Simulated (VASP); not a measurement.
Here is a VASP 6.6.1 calculation.

File INCAR:

```
  PREC = Accurate
  ENCUT = 520
  EDIFF = 1E-6
  ISMEAR = 0
  SIGMA = 0.05
  LREAL = Auto
  LASPH = T
  NELM = 60
  ALGO = Normal
  ISIF = 2
  LWAVE = F
  LCHARG = F
  LDIPOL = T
  IDIPOL = 3
  DIPOL = 0.5 0.5 0.509
  GGA = PE
  IVDW = 12
  NBANDS = 96
```

KPOINTS

```
regular mesh
0
Gamma
  5 5 1
```

The input POSCAR:

```
SrTiO3
1.0
    5.5293092380      0.0000000000      0.0000000000
    0.0000000000      5.5293092380      0.0000000000
    0.0000000000      0.0000000000     22.8647180862
Sr O Ti
4 12 4
Direct
    0.0000000000      0.5000000000      0.3717517954
    0.5000000000      0.0000000000      0.3717517954
    0.0000000000      0.5000000000      0.5504523678
    0.5000000000      0.0000000000      0.5504523678
    0.5000000000      0.5000000000      0.3717517954
    0.0000000000      0.0000000000      0.3717517954
    0.2500000000      0.7500000000      0.4572505985
    0.7500000000      0.2500000000      0.4572505985
    0.2500000000      0.2500000000      0.4572505985
    0.7500000000      0.7500000000      0.4572505985
    0.5000000000      0.5000000000      0.5447129549
    0.0000000000      0.0000000000      0.5447129549
    0.2500000000      0.7500000000      0.6292477748
    0.7500000000      0.2500000000      0.6292477748
    0.2500000000      0.2500000000      0.6292477748
    0.7500000000      0.7500000000      0.6292477748
    0.5000000000      0.5000000000      0.4572505985
    0.0000000000      0.0000000000      0.4572505985
    0.5000000000      0.5000000000      0.6253032870
    0.0000000000      0.0000000000      0.6253032870
```

Potentials or basis: VASP PAW PBE potentials, release 64 (Sr_sv, O, Ti_sv).

Launch:

```console
$ cat potpaw_PBE.64/Sr_sv/POTCAR potpaw_PBE.64/O/POTCAR potpaw_PBE.64/Ti_sv/POTCAR > POTCAR
$ mpirun -np 1 vasp_std > vasp.out
```

Problem. Predict the dispersion energy per atom.

Solution. -0.186 eV.

Problem. Predict the band gap on the k mesh.

Solution. 0.91 eV.

Problem. What does it give for the largest force?

Solution. 1.599 eV/Å.

Forces on the atoms (eV/Å):
```
Sr   0.000  0.000  1.599
Sr   0.000  0.000  1.599
Sr   0.000  0.000 -0.032
Sr   0.000  0.000 -0.032
O    0.000  0.000 -0.853
O    0.000  0.000 -0.853
O    0.000  0.000  0.061
O    0.000  0.000  0.061
O    0.000  0.000  0.061
O    0.000  0.000  0.061
O    0.000  0.000 -0.067
O    0.000  0.000 -0.067
O    0.000  0.000  0.042
O    0.000  0.000  0.042
O    0.000  0.000  0.042
O    0.000  0.000  0.042
Ti   0.000  0.000 -0.946
Ti   0.000  0.000 -0.946
Ti   0.000  0.000  0.094
Ti   0.000  0.000  0.094
```
